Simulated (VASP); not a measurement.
# Au (Fm-3m) in VASP: a series of runs, part 2 of 2

VASP 6.6.1. Earlier steps stand in the parts before.

## 3. Relaxation of cell and atoms, PBE+D4

This run uses another cell than the first one, of 16.85 Å³/atom, 0.979 times its volume.

INCAR

```
SYSTEM = Au
PREC = Accurate
ENCUT = 600
EDIFF = 1E-7
ISMEAR = -1
SIGMA = 0.05
LREAL = .FALSE.
LASPH = .TRUE.
NELM = 60
ALGO = Normal
ISIF = 3
LWAVE = .FALSE.
LCHARG = .FALSE.
GGA = PE
IVDW = 13
IBRION = 2
NSW = 60
EDIFFG = -0.01
```

KPOINTS

```
regular mesh
0
G
  11 11 11
  0 0 0
```

POSCAR

```
Au
1.0
    0.0000000000      2.0350000000      2.0350000000
    2.0350000000      0.0000000000      2.0350000000
    2.0350000000      2.0350000000      0.0000000000
Au
1
Direct
    0.0000000000      0.0000000000      0.0000000000
```

Potentials or basis: VASP PAW PBE potentials, release 64 (Au).

On the command line:

```bash
$ cat potpaw_PBE.64/Au/POTCAR > POTCAR
$ mpirun -np 1 vasp_std > vasp.out
```

OUTCAR:

```text
SYSTEM = Au
   PREC = Accurate
   ENCUT = 600
   EDIFF = 1E-7
   ISMEAR = -1
   LREAL = .FALSE.
   LASPH = .TRUE.
   NELM = 60
   ISIF = 3
   GGA = PE
   IVDW = 13
   IBRION = 2
   NSW = 60
   EDIFFG = -0.01

 ion  position               nearest neighbor table
   1  0.000  0.000  0.000-

  LATTYP: Found a face centered cubic cell.
 ALAT       =     4.0700000000

  Lattice vectors:

 A1 = (   0.0000000000,   2.0350000000,   2.0350000000)
 A2 = (   2.0350000000,   0.0000000000,   2.0350000000)
 A3 = (   2.0350000000,   2.0350000000,   0.0000000000)

Analysis of symmetry for initial positions (statically):
=====================================================================
 Subroutine PRICEL returns:
 Original cell was already a primitive cell.

 Routine SETGRP: Setting up the symmetry group for a
 face centered cubic supercell.

 Subroutine GETGRP returns: Found 48 space group operations
[... 9 lines left out ...]

 Routine SETGRP: Setting up the symmetry group for a
 face centered cubic supercell.

 Subroutine GETGRP returns: Found 48 space group operations
[... 11 lines left out ...]
                                     Primitive cell

  volume of cell :      16.8548

  direct lattice vectors                    reciprocal lattice vectors
     0.000000000  2.035000000  2.035000000    -0.245700246  0.245700246  0.245700246
     2.035000000  0.000000000  2.035000000     0.245700246 -0.245700246  0.245700246
     2.035000000  2.035000000  0.000000000     0.245700246  0.245700246 -0.245700246

  length of vectors
     2.877924599  2.877924599  2.877924599     0.425565309  0.425565309  0.425565309

  position of ions in fractional coordinates (direct lattice)
     0.000000000  0.000000000  0.000000000

  ion indices of the primitive-cell ions
   primitive index   ion index
                 1           1

----------------------------------------------------------------------------------------

 KPOINTS: regular mesh

Automatic generation of k-mesh.
 Grid dimensions read from file:
 generate k-points for:   11   11   11

 Generating k-lattice:

  Cartesian coordinates                     Fractional coordinates (reciprocal lattice)
    -0.022336386  0.022336386  0.022336386     0.090909091  0.000000000  0.000000000
     0.022336386 -0.022336386  0.022336386     0.000000000  0.090909091  0.000000000
     0.022336386  0.022336386 -0.022336386     0.000000000  0.000000000  0.090909091

  Length of vectors
     0.038687755  0.038687755  0.038687755

  Shift w.r.t. Gamma in fractional coordinates (k-lattice)
     0.000000000  0.000000000  0.000000000

 Subroutine IBZKPT returns following result:
 ===========================================

 Found     56 irreducible k-points:

 Following reciprocal coordinates:
            Coordinates               Weight
  0.000000  0.000000  0.000000      1.000000
  0.090909  0.000000  0.000000      8.000000
  0.181818  0.000000  0.000000      8.000000
  0.272727  0.000000  0.000000      8.000000
  0.363636  0.000000  0.000000      8.000000
  0.454545  0.000000  0.000000      8.000000
[... 16 lines left out ...]
 -0.272727  0.181818  0.000000     24.000000
 -0.181818  0.181818  0.000000     12.000000
 [... further k-points ...]
   k-points           NKPTS =     56   k-points in BZ     NKDIM =     56   number of bands    NBANDS=      9
   number of dos      NEDOS =    301   number of ions     NIONS =      1
   total plane-waves  NPLWV =  13824
   dimension x,y,z NGX =    24 NGY =   24 NGZ =   24
   dimension x,y,z NGXF=    48 NGYF=   48 NGZF=   48
   ions per type =               1
   NGX,Y,Z   is equivalent  to a cutoff of  13.86, 13.86, 13.86 a.u.
   NGXF,Y,Z  is equivalent  to a cutoff of  27.73, 27.73, 27.73 a.u.
 SYSTEM =  Au
   PREC   = accura    normal or accurate (medium, high low for compatibility)
   ISTART =      0    job   : 0-new  1-cont  2-samecut
   ICHARG =      2    charge: 1-file 2-atom 10-const
   ISPIN  =      1    spin polarized calculation?
   LNONCOLLINEAR =      F non collinear calculations
   LSORBIT =      F    spin-orbit coupling
   LASPH  =      T    aspherical Exc in radial PAW
   ENCUT  =  600.0 eV  44.10 Ry    6.64 a.u.   5.75  5.75  5.75*2*pi/ulx,y,z
   NELM   =     60;   NELMIN=  2; NELMDL= -5     # of ELM steps
   EDIFF  = 0.1E-06   stopping-criterion for ELM
   LREAL  =      F    real-space projection
   EDIFFG = -.1E-01   stopping-criterion for IOM
   NSW    =     60    number of steps for IOM
   IBRION =      2    ionic relax: 0-MD 1-quasi-New 2-CG
   NFREE  =      1    steps in history (QN), initial steepest desc. (CG)
   ISIF   =      3    stress and relaxation
   ISYM   =      2    0-nonsym 1-usesym 2-fastsym
   POTIM  = 0.5000    time-step for ionic-motion
   TEBEG  =    0.0;   TEEND  =   0.0 temperature during run
   PSTRESS=    0.0 pullay stress
   NELECT =      11.0000    total number of electrons
   NUPDOWN=      -1.0000    fix difference up-down
   EMIN   =  10.00;   EMAX   =-10.00  energy-range for DOS
[... 5 lines left out ...]
     AMIX     =   0.40;   BMIX     =  1.00
     AMIX_MAG =   1.60;   BMIX_MAG =  1.00
  volume/ion in A,a.u.               =      16.85       113.74
  Fermi-wavevector in a.u.,A,eV,Ry     =   1.420032  2.683470 27.436005  2.016489
  Thomas-Fermi vector in A             =   2.540990
   LORBIT       =      0    0 simple, 1 ext, 2 COOP (PROOUT), +10 PAW based schemes
   GGA     = PE    functional components
   LHFCALC =     F    Hartree Fock is set to
   AEXX    =    0.0000 exact exchange contribution
   IVDW    =    13    specifies the selected vdW correction
   LEPSILON=     F    determine dielectric tensor
   LRPA    =     F    only Hartree local field effects (RPA)
 conjugate gradient relaxation of ions
 non-spin polarized calculation
  energy-cutoff  :      600.00
  volume of cell :       16.85
 maximum number of plane-waves:       572
   NGX = 11   NGY = 11   NGZ = 11

--------------------------------------- Ionic step        1  -------------------------------------------

 number of electron      10.9999999 magnetization

 Free energy of the ion-electron system (eV)
  ---------------------------------------------------
  ext. energy  EPLUGINS =         0.00000000
  ---------------------------------------------------
  free energy    TOTEN  =        -3.19601914 eV

  energy without entropy =       -3.19469062  energy(sigma->0) =       -3.19535488

------------------------ aborting loop because EDIFF is reached ----------------------------------------

  DFT-D4 for vdW energy calculation

  Edisp (eV):   -0.68523

  FORCE on cell =-STRESS in cart. coord.  units (eV):
  Direction    XX          YY          ZZ          XY          YZ          ZX
  --------------------------------------------------------------------------------------
  -------------------------------------------------------------------------------------
  Total       0.47699     0.47699     0.47699     0.00000    -0.00000     0.00000
  in kB      45.34149    45.34149    45.34149     0.00000    -0.00000     0.00000
  external pressure =       45.34 kB  Pullay stress =        0.00 kB
[... 59 lines left out ...]
  energy  without entropy=       -3.8712517656  energy(sigma->0) =       -3.87165116

--------------------------------------- Ionic step        3  -------------------------------------------

 number of electron      11.0000001 magnetization

 Free energy of the ion-electron system (eV)
  ---------------------------------------------------
  ext. energy  EPLUGINS =         0.00000000
  ---------------------------------------------------
  free energy    TOTEN  =        -3.21830958 eV

  energy without entropy =       -3.21725704  energy(sigma->0) =       -3.21778331

 E-fermi :   9.2835     XC(G=0): -12.6270

 val. band max:        9.1282204992   @ k =   0.4545   0.3636   0.0000
 cond. band min:       9.4032201205   @ k =  -0.4545   0.0909   0.0000
 fundamental gap:      0.2749996213
 Fermi energy:         9.2834642656

 k-point     1 :       0.0000    0.0000    0.0000
  band No.  band energies     occupation
      1      -0.4710      2.00000
      2       4.6154      2.00000
      3       4.6154      2.00000
      4       4.6154      2.00000
      5       6.0894      2.00000
      6       6.0894      2.00000
      7      23.7699      0.00000
      8      27.6825      0.00000
      9      27.6825      0.00000
[... 265 lines left out ...]
 k-point    24 :      -0.1818    0.1818    0.0000
  band No.  band energies     occupation
      1       2.0674      2.00000
      2       4.0267      2.00000
      3       4.8127      2.00000
      4       5.4656      2.00000
      5       5.5039      2.00000
      6       7.2669      2.00000
      7      20.5060      0.00000
      8      22.4333      0.00000
      9      26.8419      0.00000

 [... further k-points ...]

------------------------ aborting loop because EDIFF is reached ----------------------------------------

  DFT-D4 for vdW energy calculation

  Edisp (eV):   -0.66893

  FORCE on cell =-STRESS in cart. coord.  units (eV):
  Direction    XX          YY          ZZ          XY          YZ          ZX
  --------------------------------------------------------------------------------------
  -------------------------------------------------------------------------------------
  Total      -0.00486    -0.00486    -0.00486    -0.00000     0.00000    -0.00000
  in kB      -0.45058    -0.45058    -0.45058    -0.00000     0.00000    -0.00000
  external pressure =       -0.45 kB  Pullay stress =        0.00 kB
[... 16 lines left out ...]
  FREE ENERGIE OF THE ION-ELECTRON SYSTEM (eV)
  ---------------------------------------------------
  free  energy   TOTEN  =        -3.8872402356 eV

  energy  without entropy=       -3.8861876979  energy(sigma->0) =       -3.88671397

 reached required accuracy - stopping structural energy minimisation
```

OSZICAR:

```text
N       E                     dE             d eps       ncg     rms          rms(c)
DAV:   1     0.487852216850E+02    0.48785E+02   -0.65096E+03  1072   0.124E+03
DAV:   2    -0.307316911583E+01   -0.51858E+02   -0.49222E+02  1041   0.216E+02
DAV:   3    -0.346136922777E+01   -0.38820E+00   -0.38806E+00  1293   0.205E+01
[... 22 lines left out ...]
DAV:   4    -0.321834654469E+01   -0.19334E-03   -0.21280E-03  1058   0.389E-01    0.130E-01
DAV:   5    -0.321830482187E+01    0.41723E-04   -0.42817E-05  1019   0.635E-02    0.129E-02
DAV:   6    -0.321830934951E+01   -0.45276E-05   -0.85563E-07  1097   0.949E-03    0.149E-03
DAV:   7    -0.321830962641E+01   -0.27690E-06   -0.80334E-08  1014   0.309E-03    0.279E-04
DAV:   8    -0.321830958143E+01    0.44989E-07   -0.28569E-09   505   0.498E-04
   3 F= -.38872402E+01 E0= -.38867140E+01  d E =-.599362E-02
```

CONTCAR:

```text
Au
   1.00000000000000
    -0.0000000000000000    2.0526924906306276    2.0526924906306276
     2.0526924906306276   -0.0000000000000000    2.0526924906306276
     2.0526924906306276    2.0526924906306276   -0.0000000000000000
  Au
     1
Direct
     0.0000000000000000    0.0000000000000000    0.0000000000000000

  0.00000000E+00  0.00000000E+00  0.00000000E+00
```

Wall time 19 s (1 thread of Intel Xeon Platinum 8259CL at 2.50GHz (Skylake/Cascade Lake), shared host); peak memory 0.15 GiB.

Results:

| Property | Result |
| --- | --- |
| Free energy | -3.8872 eV |
| Relaxed volume | 17.30 Å³/atom |
| Relaxed cell | a = 2.903 Å, b = 2.903 Å, c = 2.903 Å, α = 60.00°, β = 60.00°, γ = 60.00° |
| Space group after relaxing (to 0.05 Å) | Fm-3m (No. 225) |
| Energy gained by relaxing | 6.0 meV/atom |
| Ionic steps | 3 |
| Pressure after relaxing | 0.0 GPa |
| Dispersion energy per atom | -0.669 eV |

The path:
```
step  energy change (eV)  largest force (eV/Å)  pressure (GPa)  volume (Å³)
   1              0.0000                0.0000            4.53        16.85
   2              0.0092                0.0000           -6.17        18.05
   3             -0.0060                0.0000           -0.05        17.30
```

Final structure:
```
CELL_PARAMETERS angstrom
0.00000 2.05269 2.05269
2.05269 0.00000 2.05269
2.05269 2.05269 0.00000
ATOMIC_POSITIONS crystal
Au 0.00000 0.00000 0.00000
```

Caveat: spin-orbit coupling is left out, which moves the levels of the heavy elements; pairwise dispersion overbinds metals, which lowers pressure and volume.

## 4. Relaxation of cell and atoms, PBEsol+D3(BJ)

This run uses another cell than the first one, of 16.85 Å³/atom, 0.979 times its volume.

INCAR

```
PREC     = Accurate       # precision mode
ENCUT    = 600            # plane-wave cutoff, eV
EDIFF    = 1E-6           # SCF threshold, eV
ISMEAR   = -1             # smearing method
SIGMA    = 0.05           # smearing width, eV
LREAL    = F              # projectors in reciprocal space
LASPH    = T              # aspherical terms in the spheres
NELM     = 100            # most SCF steps
ALGO     = Normal         # electronic algorithm
ISIF     = 3              # what is computed and relaxed
LWAVE    = F              # write WAVECAR
LCHARG   = F              # write CHGCAR
GGA      = PS             # functional
IVDW     = 12             # dispersion correction
IBRION   = 2              # ionic algorithm
NSW      = 60             # ionic steps
EDIFFG   = -0.01          # ionic threshold
```

KPOINTS

```
regular mesh
0
Gamma
  11 11 11
```

POSCAR is that of step 3.

On the command line:

```bash
$ cat potpaw_PBE.64/Au/POTCAR > POTCAR
$ mpirun -np 1 vasp_std > vasp.out
```

Wall time 17 s (1 thread of Intel Xeon Platinum 8259CL at 2.50GHz (Skylake/Cascade Lake), shared host); peak memory 0.16 GiB.

The run converged. Its results:

```
Free energy                            : -4.5774 eV
Relaxed volume                         : 16.44 Å³/atom
Relaxed cell                           : a = 2.854 Å, b = 2.854 Å, c = 2.854 Å, α = 60.00°, β = 60.00°, γ = 60.00°
Space group after relaxing (to 0.05 Å) : Fm-3m (No. 225)
Energy gained by relaxing              : 6.4 meV/atom
Ionic steps                            : 3
Pressure after relaxing                : -0.1 GPa
Dispersion energy per atom             : -0.655 eV
```

The path:
```tsv
step	energy change (eV)	largest force (eV/Å)	pressure (GPa)	volume (Å³)
1	0.0000	0.0000	-4.72	16.85
2	0.0178	0.0000	10.80	15.67
3	-0.0064	0.0000	-0.07	16.44
```

Final structure:
```
CELL_PARAMETERS angstrom
0.00000 2.01806 2.01806
2.01806 0.00000 2.01806
2.01806 2.01806 0.00000
ATOMIC_POSITIONS crystal
Au 0.00000 0.00000 0.00000
```

Levels at points of the mesh, in eV from the Fermi level:
```csv
k point,band 2,band 3,band 4,band 5,band 6,band 7,band 8,band 9
"(0.00, 0.00, 0.00)",-4.86,-4.86,-4.86,-3.23,-3.23,14.47,18.67,18.67
```

Caveat: the PAW data sets were made with another functional, which shifts forces and pressure a little; spin-orbit coupling is left out, which moves the levels of the heavy elements; pairwise dispersion overbinds metals, which lowers pressure and volume.

## 5. Summary

| task | level | cell | cutoff (eV) | gap on the mesh (eV) | pressure (GPa) | relaxed volume (Å³/atom) |
| --- | --- | --- | --- | --- | --- | --- |
| single point | r2SCAN+rVV10 | a = 2.899 Å, angles 60.0°, 1 atom | 520 | none | 1.3 | - |
| relaxation of cell and atoms | PBE+D4 | relaxed from a = 2.878 Å, angles 60.0°, 1 atom | 600 | none | 0.0 | 17.30 |
| relaxation of cell and atoms | PBEsol+D3(BJ) | relaxed from a = 2.878 Å, angles 60.0°, 1 atom | 600 | none | -0.1 | 16.44 |

Alike in all rows: potentials or basis VASP PAW PBE potentials, release 64 (Au); no spin polarisation; k mesh 11 × 11 × 11; smearing fermi-dirac 0.05 eV.

Caveats: spin-orbit coupling is left out, which moves the levels of the heavy elements; the PAW data sets were made with another functional, which shifts forces and pressure a little (some runs); pairwise dispersion overbinds metals, which lowers pressure and volume (some runs).

Total energies depend on the potentials used, so only differences within one code and one set of settings carry meaning.
